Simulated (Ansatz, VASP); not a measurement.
**NbSi in VASP and in Ansatz**

```xyz
2
Lattice="0.0000 2.5742 2.5742 2.5742 0.0000 2.5742 2.5742 2.5742 0.0000" Properties=species:S:1:pos:R:3 pbc="T T T"
Nb    0.0000    0.0000    0.0000
Si    2.5742    2.5742    2.5742
```

Alike in both runs: functional PBE; k mesh 13 × 13 × 13; occupations fermi-dirac, width 0.1 eV; no spin polarisation.

Ansatz relaxed the structure, and its values are those at the end. VASP's run is a single point on that final structure, the one shown.

```csv
,VASP,Ansatz
version,VASP 6.6.1,Ansatz 0.2.0
potentials or method,"VASP PAW PBE potentials, release 64 (Nb_sv, Si)","PAW with Ansatz's default frozen-core files, scalar-relativistic"
plane-wave cutoff (eV),500,420
valence electrons in the cell,17,17
```

|  | VASP | Ansatz | Ansatz less VASP |
| --- | --- | --- | --- |
| pressure (GPa) | -0.2 | 0.0 | +0.20 |

With one functional, cell and mesh, what is left measures potentials, basis and numerics.
